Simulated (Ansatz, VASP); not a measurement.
## One calculation of PbSe, two programs

INCAR

```
SYSTEM = PbSe
  PREC = Accurate
  ENCUT = 500
  EDIFF = 1E-6
  ISMEAR = -1
  SIGMA = 0.01
  LREAL = .False.
  LASPH = .True.
  NELM = 200
  ALGO = Normal
  ISIF = 2
  LWAVE = .False.
  LCHARG = .False.
  MAGMOM = 0 0 0 0 0 0
  LORBIT = 11
  LSORBIT = .True.
  GGA_COMPAT = .False.
  LORBMOM = .True.
  GGA = RP
  IVDW = 13
  NBANDS = 32
```

File KPOINTS:

```
Automatic mesh
0
Gamma
  8 8 8
  0 0 0
```

The input POSCAR:

```
PbSe
1.0
    0.0000000000      2.9767539900      2.9767539900
    2.9767539900      0.0000000000      2.9767539900
    2.9767539900      2.9767539900      0.0000000000
Pb Se
1 1
Direct
    0.0000000000      0.0000000000      0.0000000000
    0.5000000000      0.5000000000      0.5000000000
```

The input input.yaml:

```yaml
crystal:
  lattice: { a: 5.95350798, b: 5.95350798, c: 5.95350798, alpha: 90.0, beta: 90.0, gamma: 90.0 }
  space_group: 225
  reduce_to_primitive: true
  atoms:
    - { symbol: Pb, wyckoff: "4a", position: [0.0, 0.0, 0.0] }
    - { symbol: Se, wyckoff: "4b", position: [0.5, 0.0, 0.0] }
hamiltonian:
  xc: rpbe
  pseudopotentials: { kind: paw_fr }
  dispersion: d4
magnetization:
  noncollinear: true
  spin_orbit: true
kpoints:
  mp_grid: { grid: [8, 8, 8] }
scf:
  occupations: { method: fermi_dirac, width: 0.01 }
output:
  forces: true
  stress: true
  eigenvalues: true
  write_density: true
  write_potential: true
  elf: true
  volumetric_format: npy
```

Change from the starting cell: volume scaled by 0.92.

Alike in both runs: functional RPBE; dispersion D4; k mesh 8 × 8 × 8; occupations fermi-dirac, width 0.01 eV; non-collinear spin, spin-orbit coupling.

```csv
,VASP,Ansatz
version,VASP 6.6.1,Ansatz 0.2.0
potentials or method,"VASP PAW PBE potentials, release 64 (Pb_d, Se)",Ansatz PAW
plane-wave cutoff (eV),500,420
valence electrons in the cell,20,30
task,single point,electrostatic potential
```

```tsv
	VASP	Ansatz	Ansatz less VASP
pressure (GPa)	4.9	4.7	-0.15
```

VASP's potentials were made for PBE, not for RPBE. VASP's potentials hold 20 valence electrons a cell and Ansatz's 30, so a difference there can come from the potentials and not from the codes.
